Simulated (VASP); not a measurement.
Input of a VASP 6.6.1 run:

File INCAR:

```
ALGO     = Normal         # electronic algorithm
EDIFF    = 1E-6           # SCF threshold, eV
ENCUT    = 520            # plane-wave cutoff, eV
GGA      = PE             # functional
ISIF     = 2              # what is computed and relaxed
ISMEAR   = 0              # smearing method
LASPH    = True           # aspherical terms in the spheres
LCHARG   = True           # write CHGCAR
LELF     = True           # ELF
LREAL    = False          # projectors in reciprocal space
LVHAR    = True         
LWAVE    = False          # write WAVECAR
NBANDS   = 16             # bands
NELM     = 100            # most SCF steps
PREC     = Accurate       # precision mode
SIGMA    = 0.05           # smearing width, eV
```

Contents of KPOINTS:

```
k-points
0
Gamma
  10 10 10
```

File POSCAR:

```
InSb
1.0
    0.0000000000      3.2391000000      3.2391000000
    3.2391000000      0.0000000000      3.2391000000
    3.2391000000      3.2391000000      0.0000000000
In Sb
1 1
Direct
    0.0000000000      0.0000000000      0.0000000000
    0.2500000000      0.2500000000      0.2500000000
```

Potentials or basis: VASP PAW PBE potentials, release 64 (In_d, Sb).

Command:

```bash
$ cat potpaw_PBE.64/In_d/POTCAR potpaw_PBE.64/Sb/POTCAR > POTCAR
$ mpirun -np 1 vasp_std > vasp.out
```

Q: What does it give for the pressure?

A: 3.1 GPa.

Q: Estimate the band gap on the k mesh.

A: Zero (filled and empty bands touch).

Caveat: spin-orbit coupling is left out, which moves the levels of the heavy elements.
